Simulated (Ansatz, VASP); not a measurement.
BaN: VASP beside Ansatz

```
CELL_PARAMETERS angstrom
0.00000 3.48045 3.48045
3.48045 0.00000 3.48045
3.48045 3.48045 0.00000
ATOMIC_POSITIONS crystal
Ba 0.50000 0.50000 0.50000
Ba 0.75000 0.75000 0.75000
N 0.25000 0.25000 0.25000
N 0.00000 0.00000 0.00000
```

Alike in both runs: functional PBE; k mesh 12 × 12 × 12; occupations gaussian, width 0.1 eV; collinear spin.

Ansatz relaxed the structure, and its values are those at the end. VASP's run is a single point on that final structure, the one shown.

```csv
,VASP,Ansatz
version,VASP 6.6.1,Ansatz 0.2.0
potentials or method,"VASP PAW PBE potentials, release 64 (Ba_sv, N), cutoff 520 eV","scalar-relativistic, plane waves, PAW"
valence electrons in the cell,30,30
```

Ansatz gave:

- gap on the k mesh at the Fermi level (eV): none
- pressure (GPa): 0.0
- net moment per atom (μB): 0.50
- size of the moment on the site where the two differ most (μB): 1.02

**Question.** Which values does VASP return?

**Answer.** gap on the k mesh at the Fermi level (eV): none; pressure (GPa): 2.3; net moment per atom (μB): 0.50; size of the moment on the site where the two differ most (μB): 0.72.

Site moments also hang on the region over which each program counts them. A gap of «none» marks a metal or a gap that the smearing closes. With one functional, cell and mesh, what is left measures potentials, basis and numerics.

Spin-orbit coupling is off throughout.
